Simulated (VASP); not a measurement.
Mg3SnN2:

```
Mg Sn N
1.0
    -2.78595    2.78595    3.47755
     2.78595   -2.78595    3.47755
     2.78595    2.78595   -3.47755
Mg Sn N
3 1 2
Direct
  0.50000 0.00000 0.50000
  0.00000 0.50000 0.50000
  0.50000 0.50000 0.00000
  0.00000 0.00000 0.00000
  0.73934 0.73934 0.00000
  0.26066 0.26066 0.00000
```

The cell was generated, and may not be a known phase.

```yaml
Program: VASP 6.6.1
Task: relaxation of cell and atoms
Functional: PBE
Potentials_or_basis: VASP PAW PBE potentials, release 64 (Mg, Sn_d, N)
Cutoff: 600 eV
k_mesh: 4 × 4 × 4
Occupations: gaussian, width 0.1 eV
Spin: no spin polarisation
```

At the start: pressure 26.4 GPa; volume 17.99 Å³/atom.

Problem. How do energy, volume and symmetry change on relaxing?

Solution. Over 12 steps the energy falls by 431.4 meV/atom and the volume is 24.53 Å³/atom (+36.3 %); space group I4/mmm (No. 139, to 0.1 Å) before and after.

The path:
| step | energy change (eV) | largest force (eV/Å) | pressure (GPa) | volume (Å³) |
| --- | --- | --- | --- | --- |
| 1 | 0.0000 | 1.5268 | 26.45 | 107.96 |
| 2 | -0.5126 | 0.0741 | -6.64 | 158.72 |
| 3 | -2.3332 | 0.3637 | 1.31 | 129.94 |
| 4 | -2.3403 | 0.3643 | 1.94 | 128.92 |
| 5 | -2.3411 | 0.3623 | 2.34 | 128.33 |
| 6 | -2.4709 | 0.2570 | 1.06 | 134.18 |
| 7 | -2.5206 | 0.9229 | -0.05 | 140.87 |
| 8 | -2.5838 | 0.0471 | 0.58 | 144.37 |
| 9 | -2.5842 | 0.0453 | 0.64 | 144.67 |
| 10 | -2.5873 | 0.1120 | -0.19 | 147.64 |
| 11 | -2.5879 | 0.0932 | 0.05 | 146.76 |
| 12 | -2.5885 | 0.0347 | -0.02 | 147.18 |

Final structure:
```
Mg Sn N
1.0
    -3.08120    3.08120    3.87570
     3.08120   -3.08120    3.87570
     3.08120    3.08120   -3.87570
Mg Sn N
3 1 2
Cartesian
  0.0000 3.0812 0.0000
  3.0812 0.0000 0.0000
  0.0000 0.0000 3.8757
  0.0000 0.0000 0.0000
  0.0000 0.0000 5.7888
  0.0000 0.0000 1.9626
```

Caveat: the k points lie up to 0.33 Å⁻¹ apart in the final cell; the volume moved by over 15 % at a fixed basis, so the end points are rough.
